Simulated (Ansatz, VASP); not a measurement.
## One calculation of CuP, two programs

File POSCAR:

```
CuP
1.0
    0.0000000000      2.3753200984      2.3753200984
    2.3753200984      0.0000000000      2.3753200984
    2.3753200984      2.3753200984      0.0000000000
Cu P
1 1
Direct
    0.5000000000      0.5000000000      0.5000000000
    0.0000000000      0.0000000000      0.0000000000
```

Contents of INCAR.step1:

```
PREC = Accurate
ENCUT = 520
ISMEAR = 0
SIGMA = 0.05
LREAL = F
LASPH = T
NELM = 60
NBANDS = 15
GGA = PE
ALGO = Normal
EDIFF = 1E-4
LWAVE = T
LCHARG = F
```

The input INCAR.step2:

```
PREC = Accurate
ENCUT = 520
EDIFF = 1E-6
ISMEAR = 0
SIGMA = 0.05
LREAL = F
LASPH = T
NELM = 60
ALGO = Normal
ISIF = 2
LWAVE = F
LCHARG = F
METAGGA = R2SCAN
LMIXTAU = T
NBANDS = 15
ISTART = 1
```

Contents of KPOINTS:

```
regular mesh
0
Gamma
  12 12 12
```

Input for Ansatz:

```yaml
crystal:
  lattice:
    - [0.0, 2.3753200984, 2.3753200984]
    - [2.3753200984, 0.0, 2.3753200984]
    - [2.3753200984, 2.3753200984, 0.0]
  atoms:
    - { symbol: Cu, position: [0.5, 0.5, 0.5] }
    - { symbol: P, position: [0.0, 0.0, 0.0] }
basis:
  ecutwfc: 500
  ecutrho_ratio: 4
kpoints:
  mp_grid: { grid: [12, 12, 12] }
hamiltonian:
  xc: r2scan
scf:
  occupations: { method: gaussian, width: 0.05 }
output:
  forces: true
  stress: true
  eigenvalues: true
```

Alike in both runs: task single point; functional r2SCAN; k mesh 12 × 12 × 12; occupations gaussian, width 0.05 eV; no spin polarisation.

```csv
,VASP,Ansatz
version,VASP 6.6.1,Ansatz 0.2.0
potentials or method,"VASP PAW PBE potentials, release 64 (Cu, P), cutoff 520 eV","scalar-relativistic, plane waves, PAW"
valence electrons in the cell,16,24
```

|  | VASP | Ansatz | Ansatz less VASP |
| --- | --- | --- | --- |
| gap on the k mesh at the Fermi level (eV) | none | none | - |
| pressure (GPa) | 5.6 | 5.6 | -0.03 |

VASP's potentials were made for PBE, not for r2SCAN. A gap of «none» marks a metal or a gap that the smearing closes. The functional is the same, so the differences come from potentials, cutoffs and numerics. VASP's potentials hold 16 valence electrons a cell and Ansatz's 24, so a difference there can come from the potentials and not from the codes.
